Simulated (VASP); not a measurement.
Here is a VASP 6.6.1 calculation.

File INCAR:

```
SYSTEM = Pd
PREC = Accurate
ENCUT = 520
EDIFF = 1E-6
ISMEAR = -1
SIGMA = 0.08
LREAL = .False.
LASPH = .True.
NELM = 100
ALGO = Normal
ISIF = 2
LWAVE = .False.
LCHARG = .False.
GGA = PE
NBANDS = 17
```

File KPOINTS:

```
regular mesh
0
Gamma
  15 15 8
  0 0 0
```

The input POSCAR:

```
Pd
1.0
    2.7741436858      0.0000000000      0.0000000000
   -1.3870718429      2.4024789057      0.0000000000
    0.0000000000      0.0000000000      4.6263075777
Pd
2
Direct
    0.3333333333      0.6666666667      0.2500000000
    0.6666666667      0.3333333333      0.7500000000
```

Potentials or basis: VASP PAW PBE potentials, release 64 (Pd).

Command:

```console
$ cat potpaw_PBE.64/Pd/POTCAR > POTCAR
$ mpirun -np 1 vasp_std > vasp.out
```

(1) Estimate the pressure.

(2) Estimate the band gap on the k mesh.

Results:

(1) -0.3 GPa.

(2) zero (band 10 reaches 9.23 eV, above the bottom of band 11 at 8.40 eV).
